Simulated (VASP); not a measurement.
# Si (I4_1/amd) in VASP: a series of runs

Si is run at these levels: r2SCAN; tasks: single point.

All numbers are computed with VASP 6.6.1; they aren't measurements. Logs are shortened: lines on timing, memory, paths and dates and some standing lists are left out, and cuts for length are marked.

### 1 The cell of the first run

The structure is tetragonal, space group I4_1/amd (No. 141). The conventional cell has a = 5.122 Å, b = 5.122 Å, c = 2.552 Å, α = 90.00°, β = 90.00°, γ = 90.00°. Within 3.4 Å of Si (site symmetry -4m2) lie 10 Si at 2.55 to 3.20 Å.

### 2 Single point, r2SCAN (strain +0.080 along x and y, -0.040 along z)

POSCAR reads:

```
Si
1.0
   -2.5610820889      2.5610820889      1.2760947743
    2.5610820889     -2.5610820889      1.2760947743
    2.5610820889      2.5610820889     -1.2760947743
Si
2
Direct
    0.2500000000      0.7500000000      0.5000000000
    0.5000000000      0.5000000000      0.0000000000
```

INCAR.step1 reads:

```
SYSTEM = Si
PREC = Accurate
ENCUT = 520
ISMEAR = 0
SIGMA = 0.15
LREAL = .False.
LASPH = .True.
NELM = 60
NBANDS = 11
GGA = PE
ALGO = Normal
EDIFF = 1E-4
LWAVE = .True.
LCHARG = .False.
```

INCAR.step2 reads:

```
SYSTEM = Si
PREC = Accurate
ENCUT = 520
EDIFF = 1E-6
ISMEAR = 0
SIGMA = 0.15
LREAL = .False.
LASPH = .True.
NELM = 60
ALGO = Normal
ISIF = 2
LWAVE = .False.
LCHARG = .False.
METAGGA = R2SCAN
LMIXTAU = .True.
NBANDS = 11
ISTART = 1
```

KPOINTS reads:

```
Automatic mesh
0
Gamma
  20 20 20
  0 0 0
```

Potentials or basis: VASP PAW PBE potentials, release 64 (Si).

Command:

```sh
$ cat potpaw_PBE.64/Si/POTCAR > POTCAR
$ cp INCAR.step1 INCAR
$ mpirun -np 1 vasp_std > vasp.out
$ cp INCAR.step2 INCAR
$ mpirun -np 1 vasp_std > vasp.out
```

OUTCAR:

```text
SYSTEM = Si
   PREC = Accurate
   ENCUT = 520
   EDIFF = 1E-6
   ISMEAR = 0
   LREAL = .False.
   LASPH = .True.
   NELM = 60
   ISIF = 2
   METAGGA = R2SCAN
   ISTART = 1

 ion  position               nearest neighbor table
   1  0.250  0.750  0.500-   2 2.64   2 2.64   2 2.64   2 2.64
   2  0.500  0.500  0.000-   1 2.64   1 2.64   1 2.64   1 2.64

  LATTYP: Found a body centered tetragonal cell.
 ALAT       =     5.1221641778
 C/A-ratio  =     0.4982639096

  Lattice vectors:

 A1 = (  -2.5610820889,   2.5610820889,   1.2760947743)
 A2 = (   2.5610820889,  -2.5610820889,   1.2760947743)
 A3 = (   2.5610820889,   2.5610820889,  -1.2760947743)

Analysis of symmetry for initial positions (statically):
=====================================================================
 Subroutine PRICEL returns:
 Original cell was already a primitive cell.

 Routine SETGRP: Setting up the symmetry group for a
 body centered tetragonal supercell.

 Subroutine GETGRP returns: Found 16 space group operations
 (whereof  8 operations were pure point group operations)
 out of a pool of 16 trial point group operations.

The static configuration has the point symmetry D_2d.
 The point group associated with its full space group is D_4h.

Analysis of symmetry for dynamics (positions and initial velocities):
=====================================================================
 Subroutine PRICEL returns:
 Original cell was already a primitive cell.

 Routine SETGRP: Setting up the symmetry group for a
 body centered tetragonal supercell.

 Subroutine GETGRP returns: Found 16 space group operations
 (whereof  8 operations were pure point group operations)
 out of a pool of 16 trial point group operations.

The dynamic configuration has the point symmetry D_2d.
 The point group associated with its full space group is D_4h.

 Subroutine INISYM returns: Found 16 space group operations
 (whereof  8 operations are pure point group operations),
 and found     1 'primitive' translations

----------------------------------------------------------------------------------------

                                     Primitive cell

  volume of cell :      33.4803

  direct lattice vectors                    reciprocal lattice vectors
    -2.561082089  2.561082089  1.276094774     0.000000000  0.195229978  0.391820428
     2.561082089 -2.561082089  1.276094774     0.195229978  0.000000000  0.391820428
     2.561082089  2.561082089 -1.276094774     0.195229978  0.195229978  0.000000000

  length of vectors
     3.840143331  3.840143331  3.840143331     0.437764768  0.437764768  0.276096883

  position of ions in fractional coordinates (direct lattice)
     0.250000000  0.750000000  0.500000000
     0.500000000  0.500000000  0.000000000

  ion indices of the primitive-cell ions
   primitive index   ion index
                 1           1
                 2           2

----------------------------------------------------------------------------------------

 KPOINTS: Automatic mesh

Automatic generation of k-mesh.
 Grid dimensions read from file:
 generate k-points for:   20   20   20

 Generating k-lattice:

  Cartesian coordinates                     Fractional coordinates (reciprocal lattice)
     0.000000000  0.009761499  0.019591021     0.050000000  0.000000000 -0.000000000
     0.009761499  0.000000000  0.019591021     0.000000000  0.050000000 -0.000000000
     0.009761499  0.009761499  0.000000000     0.000000000  0.000000000  0.050000000

  Length of vectors
     0.021888238  0.021888238  0.013804844

  Shift w.r.t. Gamma in fractional coordinates (k-lattice)
     0.000000000  0.000000000  0.000000000

 Subroutine IBZKPT returns following result:
 ===========================================

 Found    641 irreducible k-points:

 Following reciprocal coordinates:
            Coordinates               Weight
  0.000000  0.000000  0.000000      1.000000
  0.050000  0.000000  0.000000      8.000000
  0.100000  0.000000  0.000000      8.000000
  0.150000 -0.000000  0.000000      8.000000
  0.200000  0.000000  0.000000      8.000000
  0.250000 -0.000000  0.000000      8.000000
[... 16 lines left out ...]
 -0.400000  0.050000  0.000000     16.000000
 -0.350000  0.050000  0.000000     16.000000
 [... further k-points ...]
   k-points           NKPTS =    641   k-points in BZ     NKDIM =    641   number of bands    NBANDS=     11
   number of dos      NEDOS =    301   number of ions     NIONS =      2
   total plane-waves  NPLWV =  27000
   dimension x,y,z NGX =    30 NGY =   30 NGZ =   30
   dimension x,y,z NGXF=    60 NGYF=   60 NGZF=   60
   ions per type =               2
   NGX,Y,Z   is equivalent  to a cutoff of  12.99, 12.99, 12.99 a.u.
   NGXF,Y,Z  is equivalent  to a cutoff of  25.97, 25.97, 25.97 a.u.
 SYSTEM =  Si
   PREC   = accura    normal or accurate (medium, high low for compatibility)
   ISTART =      1    job   : 0-new  1-cont  2-samecut
   ICHARG =      0    charge: 1-file 2-atom 10-const
   ISPIN  =      1    spin polarized calculation?
   LNONCOLLINEAR =      F non collinear calculations
   LSORBIT =      F    spin-orbit coupling
   LASPH  =      T    aspherical Exc in radial PAW
   ENCUT  =  520.0 eV  38.22 Ry    6.18 a.u.   7.14  7.14  7.14*2*pi/ulx,y,z
   NELM   =     60;   NELMIN=  2; NELMDL=  0     # of ELM steps
   EDIFF  = 0.1E-05   stopping-criterion for ELM
   LREAL  =      F    real-space projection
   EDIFFG = 0.1E-04   stopping-criterion for IOM
   NSW    =      0    number of steps for IOM
   IBRION =     -1    ionic relax: 0-MD 1-quasi-New 2-CG
   NFREE  =      0    steps in history (QN), initial steepest desc. (CG)
   ISIF   =      2    stress and relaxation
   ISYM   =      2    0-nonsym 1-usesym 2-fastsym
   POTIM  = 0.5000    time-step for ionic-motion
   TEBEG  =    0.0;   TEEND  =   0.0 temperature during run
   PSTRESS=    0.0 pullay stress
   NELECT =       8.0000    total number of electrons
   NUPDOWN=      -1.0000    fix difference up-down
   EMIN   =  10.00;   EMAX   =-10.00  energy-range for DOS
   EFERMI =   0.00;   METHOD = LEGACY
   ISMEAR =     0;   SIGMA  =   0.15  broadening in eV -4-tet -1-fermi 0-gaus
   EFERMI_NEDOS =   21; number of points for ismear=-14 and -15
   IALGO  =     38    algorithm
   IMIX   =      4    mixing-type and parameters
     AMIX     =   0.40;   BMIX     =  1.00
     AMIX_MAG =   1.60;   BMIX_MAG =  1.00
  volume/ion in A,a.u.               =      16.74       112.97
  Fermi-wavevector in a.u.,A,eV,Ry     =   1.015878  1.919731 14.041321  1.032008
  Thomas-Fermi vector in A             =   2.149189
   LORBIT       =      0    0 simple, 1 ext, 2 COOP (PROOUT), +10 PAW based schemes
   METAGGA = R2SCAN    functional components
   LHFCALC =     F    Hartree Fock is set to
   AEXX    =    0.0000 exact exchange contribution
   IVDW    =     0    specifies the selected vdW correction
   LEPSILON=     F    determine dielectric tensor
   LRPA    =     F    only Hartree local field effects (RPA)
 non-spin polarized calculation
 Gauss-broadening in eV      SIGMA  =   0.15
  energy-cutoff  :      520.00
  volume of cell :       33.48
 maximum number of plane-waves:       933
 NGX is ok and might be reduce to    30
   NGX = 15   NGY = 15   NGZ = 15

 number of electron       8.0000000 magnetization

 Free energy of the ion-electron system (eV)
  ---------------------------------------------------
  ext. energy  EPLUGINS =         0.00000000
  ---------------------------------------------------
  free energy    TOTEN  =       -16.52886759 eV

  energy without entropy =      -16.51980660  energy(sigma->0) =      -16.52433710

 E-fermi :   7.9503     XC(G=0): -11.0752

 val. band max:        7.9456754124   @ k =  -0.0500  -0.2500   0.0500
 cond. band min:       7.9570364731   @ k =   0.2000   0.1000   0.0500
 fundamental gap:      0.0113610607
 Fermi energy:         7.9502723747

 k-point     1 :       0.0000    0.0000    0.0000
  band No.  band energies     occupation
      1      -5.6905      2.00000
      2       4.1578      2.00000
      3       4.9702      2.00000
      4       4.9702      2.00000
      5      10.0132      0.00000
      6      15.5480      0.00000
      7      15.5480      0.00000
      8      15.7284      0.00000
      9      17.9370      0.00000
     10      19.2914      0.00000
     11      19.7956      0.00000

 k-point     2 :       0.0500    0.0000    0.0000
  band No.  band energies     occupation
      1      -5.6174      2.00000
      2       3.9488      2.00000
      3       4.9723      2.00000
      4       5.3108      2.00000
      5      10.1493      0.00000
      6      14.8641      0.00000
      7      15.5852      0.00000
      8      16.2612      0.00000
      9      17.1804      0.00000
     10      18.8953      0.00000
     11      19.9557      0.00000

 k-point     3 :       0.1000    0.0000    0.0000
  band No.  band energies     occupation
      1      -5.3982      2.00000
      2       3.6640      2.00000
      3       4.9879      2.00000
      4       5.9869      2.00000
      5      10.5467      0.00000
      6      14.0651      0.00000
      7      15.5777      0.00000
      8      15.6781      0.00000
      9      16.5614      0.00000
     10      17.8055      0.00000
     11      20.9028      0.00000

 k-point     4 :       0.1500   -0.0000    0.0000
  band No.  band energies     occupation
      1      -5.0336      2.00000
      2       3.4781      2.00000
      3       5.0396      2.00000
      4       6.8118      2.00000
      5      11.1769      0.00000
      6      13.2296      0.00000
      7      13.9382      0.00000
      8      15.4299      0.00000
      9      15.7382      0.00000
     10      17.7311      0.00000
     11      19.2733      0.00000

 k-point     5 :       0.2000    0.0000    0.0000
  band No.  band energies     occupation
      1      -4.5244      2.00000
      2       3.4181      2.00000
      3       5.1516      2.00000
      4       7.7152      1.97335
      5      11.9973      0.00000
      6      12.1256      0.00000
      7      12.3393      0.00000
      8      14.2913      0.00000
      9      15.4837      0.00000
     10      17.3239      0.00000
     11      18.2478      0.00000
[... 211 lines left out ...]
 k-point    21 :       0.5000    0.0500    0.0000
  band No.  band energies     occupation
      1       0.3782      2.00000
      2       2.6774      2.00000
      3       4.7430      2.00000
      4       6.5653      2.00000
      5       7.2393      2.00000
      6      10.3719      0.00000
      7      11.8611      0.00000
      8      13.8863      0.00000
      9      16.0310      0.00000
     10      18.7436      0.00000
     11      19.5176      0.00000

 k-point    22 :      -0.4500    0.0500   -0.0000
  band No.  band energies     occupation
      1      -0.8324      2.00000
      2       3.9147      2.00000
      3       4.4186      2.00000
      4       6.2894      2.00000
      5       7.9337      1.12443
      6      11.1474      0.00000
      7      11.8716      0.00000
      8      13.4865      0.00000
      9      15.5445      0.00000
     10      18.1254      0.00000
     11      19.7998      0.00000

 k-point    23 :      -0.4000    0.0500    0.0000
  band No.  band energies     occupation
      1      -1.9240      2.00000
      2       3.5698      2.00000
      3       5.8128      2.00000
      4       5.9430      2.00000
      5       8.8890      0.00000
      6      11.8924      0.00000
      7      12.1467      0.00000
      8      12.5684      0.00000
      9      15.7317      0.00000
     10      16.6801      0.00000
     11      19.1011      0.00000

 k-point    24 :      -0.3500    0.0500    0.0000
  band No.  band energies     occupation
      1      -2.8825      2.00000
      2       3.2083      2.00000
      3       5.4833      2.00000
      4       7.5415      1.99988
      5       9.8827      0.00000
      6      11.2514      0.00000
      7      12.3731      0.00000
      8      13.2590      0.00000
      9      15.3526      0.00000
     10      16.3302      0.00000
     11      18.4583      0.00000

 [... further k-points ...]

------------------------ aborting loop because EDIFF is reached ----------------------------------------

  FORCE on cell =-STRESS in cart. coord.  units (eV):
  Direction    XX          YY          ZZ          XY          YZ          ZX
  --------------------------------------------------------------------------------------
  -------------------------------------------------------------------------------------
  Total       -2.3772533     -2.3772533     -0.2921091      0.0000000      0.0000000      0.0000000
  in kB     -113.7617108   -113.7617108    -13.9786664      0.0000000      0.0000000      0.0000000
  external PRESSURE =     -80.5006960 kB  Pullay stress =       0.0000000 kB

 VOLUME and BASIS-vectors are now :
 -----------------------------------------------------------------------------
  energy-cutoff  :      520.00
  volume of cell :       33.48
      direct lattice vectors                 reciprocal lattice vectors
    -2.561082089  2.561082089  1.276094774     0.000000000  0.195229978  0.391820428
     2.561082089 -2.561082089  1.276094774     0.195229978  0.000000000  0.391820428
     2.561082089  2.561082089 -1.276094774     0.195229978  0.195229978  0.000000000

 POSITION                                       TOTAL-FORCE (eV/Angst)
 -----------------------------------------------------------------------------------
      2.56108      0.00000      0.63805        -0.000000      0.000000     -0.000000
      0.00000      0.00000      1.27609         0.000000     -0.000000      0.000000
 -----------------------------------------------------------------------------------
    total drift:                               -0.000000     -0.000000      0.000000

  FREE ENERGIE OF THE ION-ELECTRON SYSTEM (eV)
  ---------------------------------------------------
  free  energy   TOTEN  =       -16.5288675912 eV

  energy  without entropy=      -16.5198066002  energy(sigma->0) =      -16.52433710
```

Run time: 22 min. Hardware: 1 thread of Intel Xeon 8259CL, shared host; peak memory 0.31 GiB.

What came out:

```yaml
Free_energy: -16.5289 eV
Pressure: -8.1 GPa
Band_gap_on_the_k_mesh: zero (bands 4 and 5 overlap by 5.16 eV)
```

Stress tensor (GPa, compression positive):
```
-11.38   0.00   0.00
  0.00 -11.38   0.00
  0.00   0.00  -1.40
```

Levels at points of the mesh, in eV from the Fermi level:
```
           k point  band 1  band 2  band 3  band 4  band 5  band 6  band 7  band 8
(0.00, 0.00, 0.00)  -13.64   -3.79   -2.98   -2.98    2.06    7.60    7.60    7.78
(0.50, 0.00, 0.00)   -6.75   -6.21   -2.46   -1.58   -0.96    1.91    4.35    5.52
(0.50, 0.50, 0.00)  -10.83  -10.83   -0.27   -0.27    1.54    1.54   10.67   10.67
(0.50, 0.50, 0.50)   -9.02   -9.02   -6.56   -6.56    8.23    8.23   10.97   10.97
```

Caveat: the cell differs from its parent crystal (strain +0.080 along x and y, -0.040 along z); the stress differs along the axes, from -11 to -1 GPa; the PAW data sets were made with another functional, which shifts forces and pressure a little.

[end of part 1 of 2]
